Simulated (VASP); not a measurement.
# Ti (P6/mmm) in VASP: further runs

The runs below take Ti through relaxation of shape and atoms at fixed volume, with LDA.

Program: VASP 6.6.1. These are calculated values, not measurements. Logs are shortened: lines on timing, memory, paths and dates and some standing lists are left out, and cuts for length are marked.

**1. The cell of the first run**

It takes space group P6/mmm (No. 191, hexagonal). The conventional cell has a = 4.309 Å, b = 4.309 Å, c = 2.689 Å, α = 90.00°, β = 90.00°, γ = 120.00°. Ti (site symmetry 6/mmm) has 14 Ti at 2.69 to 2.83 Å within 3.5 Å. Ti (site symmetry -6m2) has 11 Ti at 2.49 to 2.83 Å within 3.3 Å.

**2. Relaxation of shape and atoms at fixed volume, LDA (volume scaled by 0.91)**

Input file INCAR:

```
SYSTEM = Ti
ALGO = Fast
EDIFF = 1E-7
EDIFFG = -0.01
ENCUT = 600
GGA = CA
IBRION = 2
ISIF = 4
ISMEAR = 0
LASPH = .True.
LCHARG = .False.
LREAL = .False.
LWAVE = .False.
NELM = 100
NSW = 50
PREC = Accurate
SIGMA = 0.1
```

Input file KPOINTS:

```
k-points
0
Gamma
  12 12 14
  0 0 0
```

Input file POSCAR:

```
Ti
1.0
    4.3093806723      0.0000000028      0.0000000000
   -2.1546903386      3.7320331354      0.0000000000
    0.0000000000      0.0000000000      2.6894247878
Ti
3
Direct
    0.0000000000      0.0000000000      0.0000000000
    0.3333333333      0.6666666667      0.5000000000
    0.6666666667      0.3333333333      0.5000000000
```

Potentials or basis: VASP PAW LDA potentials, release 64 (Ti_sv).

Launch:

```
$ cat potpaw_LDA.64/Ti_sv/POTCAR > POTCAR
$ mpirun -np 1 vasp_std > vasp.out
```

OUTCAR:

```text
SYSTEM = Ti
   EDIFF = 1E-7
   EDIFFG = -0.01
   ENCUT = 600
   GGA = CA
   IBRION = 2
   ISIF = 4
   ISMEAR = 0
   LASPH = .True.
   LREAL = .False.
   NELM = 100
   NSW = 50
   PREC = Accurate

 ion  position               nearest neighbor table
   1  0.000  0.000  0.000-   2 2.83   3 2.83   2 2.83   3 2.83   3 2.83   3 2.83   2 2.83   2 2.83
                             3 2.83   3 2.83   2 2.83   2 2.83
   2  0.333  0.667  0.500-   3 2.49   3 2.49   3 2.49   1 2.83   1 2.83   1 2.83   1 2.83   1 2.83
                             1 2.83
   3  0.667  0.333  0.500-   2 2.49   2 2.49   2 2.49   1 2.83   1 2.83   1 2.83   1 2.83   1 2.83
                             1 2.83

  LATTYP: Found a hexagonal cell.
 ALAT       =     4.3093806723
 C/A-ratio  =     0.6240861489

  Lattice vectors:

 A1 = (   4.3093806723,   0.0000000028,   0.0000000000)
 A2 = (  -2.1546903386,   3.7320331354,   0.0000000000)
 A3 = (   0.0000000000,   0.0000000000,   2.6894247878)

Analysis of symmetry for initial positions (statically):
=====================================================================
 Subroutine PRICEL returns:
 Original cell was already a primitive cell.

 Routine SETGRP: Setting up the symmetry group for a
 hexagonal supercell.

 Subroutine GETGRP returns: Found 24 space group operations
 (whereof 24 operations were pure point group operations)
 out of a pool of 24 trial point group operations.

The static configuration has the point symmetry D_6h.

Analysis of symmetry for dynamics (positions and initial velocities):
=====================================================================
 Subroutine PRICEL returns:
 Original cell was already a primitive cell.

 Routine SETGRP: Setting up the symmetry group for a
 hexagonal supercell.

 Subroutine GETGRP returns: Found 24 space group operations
 (whereof 24 operations were pure point group operations)
 out of a pool of 24 trial point group operations.

The dynamic configuration has the point symmetry D_6h.

 Subroutine INISYM returns: Found 24 space group operations
 (whereof 24 operations are pure point group operations),
 and found     1 'primitive' translations

----------------------------------------------------------------------------------------

                                     Primitive cell

  volume of cell :      43.2534

  direct lattice vectors                    reciprocal lattice vectors
     4.309380672  0.000000003  0.000000000     0.232051906  0.133975231  0.000000000
    -2.154690339  3.732033135  0.000000000    -0.000000000  0.267950461  0.000000000
     0.000000000  0.000000000  2.689424788     0.000000000  0.000000000  0.371826721

  length of vectors
     4.309380672  4.309380672  2.689424788     0.267950461  0.267950461  0.371826721

  position of ions in fractional coordinates (direct lattice)
     0.000000000  0.000000000  0.000000000
     0.333333333  0.666666667  0.500000000
     0.666666667  0.333333333  0.500000000

  ion indices of the primitive-cell ions
   primitive index   ion index
                 1           1
                 2           2
                 3           3

----------------------------------------------------------------------------------------

 KPOINTS: k-points

Automatic generation of k-mesh.
 Grid dimensions read from file:
 generate k-points for:   12   12   14

 Generating k-lattice:

  Cartesian coordinates                     Fractional coordinates (reciprocal lattice)
     0.019337659  0.011164603  0.000000000     0.083333333  0.000000000  0.000000000
[... 55 lines left out ...]
   LSORBIT =      F    spin-orbit coupling
   LASPH  =      T    aspherical Exc in radial PAW
   ENCUT  =  600.0 eV  44.10 Ry    6.64 a.u.   8.61  8.61  5.37*2*pi/ulx,y,z
   NELM   =    100;   NELMIN=  2; NELMDL= -5     # of ELM steps
   EDIFF  = 0.1E-06   stopping-criterion for ELM
   LREAL  =      F    real-space projection
   EDIFFG = -.1E-01   stopping-criterion for IOM
   NSW    =     50    number of steps for IOM
   IBRION =      2    ionic relax: 0-MD 1-quasi-New 2-CG
   NFREE  =      1    steps in history (QN), initial steepest desc. (CG)
   ISIF   =      4    stress and relaxation
   ISYM   =      2    0-nonsym 1-usesym 2-fastsym
   POTIM  = 0.5000    time-step for ionic-motion
   TEBEG  =    0.0;   TEEND  =   0.0 temperature during run
   PSTRESS=    0.0 pullay stress
   NELECT =      36.0000    total number of electrons
   NUPDOWN=      -1.0000    fix difference up-down
   EMIN   =  10.00;   EMAX   =-10.00  energy-range for DOS
   EFERMI =   0.00;   METHOD = LEGACY
   ISMEAR =     0;   SIGMA  =   0.10  broadening in eV -4-tet -1-fermi 0-gaus
   EFERMI_NEDOS =   21; number of points for ismear=-14 and -15
   IALGO  =     68    algorithm
   IMIX   =      4    mixing-type and parameters
     AMIX     =   0.40;   BMIX     =  1.00
     AMIX_MAG =   1.60;   BMIX_MAG =  1.00
  volume/ion in A,a.u.               =      14.42        97.30
  Fermi-wavevector in a.u.,A,eV,Ry     =   1.539935  2.910055 32.264857  2.371400
  Thomas-Fermi vector in A             =   2.646093
   LORBIT       =      0    0 simple, 1 ext, 2 COOP (PROOUT), +10 PAW based schemes
   GGA     = CA    functional components
   LHFCALC =     F    Hartree Fock is set to
   AEXX    =    0.0000 exact exchange contribution
   IVDW    =     0    specifies the selected vdW correction
   LEPSILON=     F    determine dielectric tensor
   LRPA    =     F    only Hartree local field effects (RPA)
 conjugate gradient relaxation of ions
 non-spin polarized calculation
 RMM-DIIS sequential band-by-band and
 Gauss-broadening in eV      SIGMA  =   0.10
  energy-cutoff  :      600.00
  volume of cell :       43.25
 maximum number of plane-waves:      1462
 NGX is ok and might be reduce to    36
   NGX = 17   NGY = 17   NGZ = 11

--------------------------------------- Ionic step        1  -------------------------------------------

 number of electron      36.0000005 magnetization

 Free energy of the ion-electron system (eV)
  ---------------------------------------------------
  ext. energy  EPLUGINS =         0.00000000
  ---------------------------------------------------
  free energy    TOTEN  =       -25.54943337 eV

  energy without entropy =      -25.53463564  energy(sigma->0) =      -25.54203451

------------------------ aborting loop EDIFF was not reached (unconverged)  ----------------------------

  FORCE on cell =-STRESS in cart. coord.  units (eV):
  Direction    XX          YY          ZZ          XY          YZ          ZX
  --------------------------------------------------------------------------------------
  -------------------------------------------------------------------------------------
  Total        3.7416250      3.7416250      3.8106490     -0.0000000      0.0000000      0.0000000
  in kB      138.5961242    138.5961242    141.1528920     -0.0000000      0.0000000      0.0000000
  external PRESSURE =     139.4483801 kB  Pullay stress =       0.0000000 kB

 VOLUME and BASIS-vectors are now :
 -----------------------------------------------------------------------------
  energy-cutoff  :      600.00
  volume of cell :       43.25
      direct lattice vectors                 reciprocal lattice vectors
     4.309380672  0.000000003  0.000000000     0.232051906  0.133975231  0.000000000
    -2.154690339  3.732033135  0.000000000    -0.000000000  0.267950461  0.000000000
     0.000000000  0.000000000  2.689424788     0.000000000  0.000000000  0.371826721

 POSITION                                       TOTAL-FORCE (eV/Angst)
 -----------------------------------------------------------------------------------
      0.00000      0.00000      0.00000         0.000000      0.000000     -0.000000
     -0.00000      2.48802      1.34471        -0.000000      0.000000      0.000000
      2.15469      1.24401      1.34471         0.000000     -0.000000     -0.000000
 -----------------------------------------------------------------------------------
    total drift:                                0.000000     -0.000000     -0.000000

  FREE ENERGIE OF THE ION-ELECTRON SYSTEM (eV)
  ---------------------------------------------------
  free  energy   TOTEN  =       -25.5494333680 eV

  energy  without entropy=      -25.5346356433  energy(sigma->0) =      -25.54203451

--------------------------------------- Ionic step        2  -------------------------------------------

 number of electron      36.0000006 magnetization

 Free energy of the ion-electron system (eV)
  ---------------------------------------------------
  ext. energy  EPLUGINS =         0.00000000
  ---------------------------------------------------
  free energy    TOTEN  =       -25.55070245 eV

  energy without entropy =      -25.53593797  energy(sigma->0) =      -25.54332021

 E-fermi :  10.0950     XC(G=0): -12.7048

 val. band max:       10.0948657614   @ k =   0.2500   0.2500   0.2857
 cond. band min:      10.1003716087   @ k =   0.3333   0.0833   0.0000
 fundamental gap:      0.0055058473
 Fermi energy:        10.0950211873

 k-point     1 :       0.0000    0.0000    0.0000
  band No.  band energies     occupation
      1     -45.8227      2.00000
      2     -45.5322      2.00000
      3     -45.2536      2.00000
      4     -22.6119      2.00000
      5     -22.6119      2.00000
      6     -22.5787      2.00000
[... 589 lines left out ...]
     21      10.9593      0.00000
     22      11.4155      0.00000

 [... further k-points ...]
[... 5 lines left out ...]
  --------------------------------------------------------------------------------------
  -------------------------------------------------------------------------------------
  Total        3.7560219      3.7560219      3.7788343     -0.0000000      0.0000000     -0.0000000
  in kB      139.1294088    139.1294088    139.9744205     -0.0000000      0.0000000     -0.0000000
  external PRESSURE =     139.4110793 kB  Pullay stress =       0.0000000 kB

 VOLUME and BASIS-vectors are now :
 -----------------------------------------------------------------------------
  energy-cutoff  :      600.00
  volume of cell :       43.25
      direct lattice vectors                 reciprocal lattice vectors
     4.307786837  0.000000003  0.000000000     0.232137763  0.134024800 -0.000000000
    -2.153893421  3.730652834  0.000000000    -0.000000000  0.268049600 -0.000000000
     0.000000000  0.000000000  2.691415273    -0.000000000 -0.000000000  0.371551730

 POSITION                                       TOTAL-FORCE (eV/Angst)
 -----------------------------------------------------------------------------------
      0.00000      0.00000      2.69142         0.000000     -0.000000      0.000000
     -0.00000      2.48710      1.34571         0.000000     -0.000000     -0.000000
      2.15389      1.24355      1.34571        -0.000000      0.000000      0.000000
 -----------------------------------------------------------------------------------
    total drift:                                0.000000      0.000000     -0.000000

  FREE ENERGIE OF THE ION-ELECTRON SYSTEM (eV)
  ---------------------------------------------------
  free  energy   TOTEN  =       -25.5507024526 eV

  energy  without entropy=      -25.5359379679  energy(sigma->0) =      -25.54332021

 reached required accuracy - stopping structural energy minimisation
```

It took 24 min on 1 thread of AMD EPYC 9R45 (Zen 5), shared host; peak memory 0.23 GiB.

Results:

| Property | Result |
| --- | --- |
| Free energy | -25.5507 eV |
| Energy gained by relaxing | 0.4 meV/atom |
| Ionic steps | 2 |
| Pressure after relaxing | 13.9 GPa |
| Band gap on the k mesh | zero (band 18 reaches 10.39 eV, above the bottom of band 19 at 9.90 eV) |

Step by step:
| step | energy change (eV) | largest force (eV/Å) | pressure (GPa) | volume (Å³) |
| --- | --- | --- | --- | --- |
| 1 | 0.0000 | 0.0000 | 13.94 | 43.25 |
| 2 | -0.0013 | 0.0000 | 13.94 | 43.25 |

Final structure:
```
CELL_PARAMETERS angstrom
4.30779 0.00000 0.00000
-2.15389 3.73065 0.00000
0.00000 0.00000 2.69142
ATOMIC_POSITIONS crystal
Ti 0.00000 0.00000 0.00000
Ti 0.33333 0.66667 0.50000
Ti 0.66667 0.33333 0.50000
```

Levels at points of the mesh, in eV from the Fermi level:
```
           k point  band 14  band 15  band 16  band 17  band 18  band 19  band 20  band 21  band 22
(0.00, 0.00, 0.00)    -2.50    -0.69    -0.69    -0.58    -0.58     0.04     0.79     1.47     1.47
(0.50, 0.00, 0.00)    -3.46    -3.08    -0.63    -0.60    -0.48    -0.02     0.66     1.02     1.93
(0.00, 0.00, 0.50)    -2.73    -2.13    -2.05    -2.05    -1.60     1.22     1.22     1.50     1.50
(0.50, 0.00, 0.50)    -2.38    -2.15    -1.55    -0.83    -0.65     0.27     0.90     1.31     1.54
```

Caveat: the cell differs from its parent crystal (volume scaled by 0.91).

(Part 1 of 2 ends here.)
